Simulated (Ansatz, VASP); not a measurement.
Given: the input of a run of Ansatz 0.2.0 on Ga.

Contents of input.yaml:

```yaml
crystal:
  lattice:
    - [2.2153339849, -3.7523045894, 0.0]
    - [2.2153339849, 3.7523045894, 0.0]
    - [0.0, 0.0, 4.4316475558]
  atoms:
    - { symbol: Ga, position: [0.3451, 0.6549, 0.419] }
    - { symbol: Ga, position: [0.1549, 0.8451, 0.919] }
    - { symbol: Ga, position: [0.6549, 0.3451, 0.581] }
    - { symbol: Ga, position: [0.8451, 0.1549, 0.081] }
kpoints:
  mp_grid: { grid: [7, 7, 6] }
scf:
  occupations: { method: fermi_dirac, width: 0.05 }
hamiltonian:
  xc: lda
  pseudopotentials: { kind: all_electron, lapw: { basis_error: 0.002 } }
output:
  forces: true
  stress: true
  eigenvalues: true
```

Potentials or basis: all-electron LAPW, scalar-relativistic.

The run is started by

```bash
$ ansatz run input.yaml --threads 2 --pin off --max-ram 8192MiB --backend cpu --events-out ev --progress --plain --runs-dir out
```

Q: Set up the same calculation for VASP 6.6.1. Potentials there: VASP PAW LDA potentials, release 64 (Ga_d).

A: As run (the cutoff follows the program's own potentials):

INCAR

```
PREC = Accurate ; ENCUT = 520
EDIFF = 1E-7 ; ISMEAR = -1
SIGMA = 0.05 ; LREAL = F
LASPH = T ; NELM = 60
ALGO = Fast ; ISIF = 2
LWAVE = F ; LCHARG = F
NBANDS = 34
```

The input KPOINTS:

```
regular mesh
0
Gamma
  7 7 6
```

POSCAR

```
Ga
1.0
    2.2153339849     -3.7523045894      0.0000000000
    2.2153339849      3.7523045894      0.0000000000
    0.0000000000      0.0000000000      4.4316475558
Ga
4
Direct
    0.3451000000      0.6549000000      0.4190000000
    0.1549000000      0.8451000000      0.9190000000
    0.6549000000      0.3451000000      0.5810000000
    0.8451000000      0.1549000000      0.0810000000
```

Potentials or basis: VASP PAW LDA potentials, release 64 (Ga_d).

The run is started by

```console
$ cat potpaw_LDA.64/Ga_d/POTCAR > POTCAR
$ mpirun -np 1 vasp_std > vasp.out
```

Both were run:

|  | VASP | Ansatz | Ansatz less VASP |
| --- | --- | --- | --- |
| gap on the k mesh at the Fermi level (eV) | none | none | - |
| pressure (GPa) | 0.0 | -0.2 | -0.17 |
| traceless stress, the component that is largest in VASP (GPa) | -1.19 | -1.13 | +0.056 |
| rms of the force components (eV/Å) | 0.086 | 0.085 | -0.0008 |

LDA's correlation is that of Perdew and Zunger in VASP and of Perdew and Wang (1992) in Ansatz. Atom by atom the forces differ by 0.001 eV/Å (rms over components). A gap of «none» marks a metal or a gap that the smearing closes. Ansatz ran all-electron here, and VASP with PAW potentials.
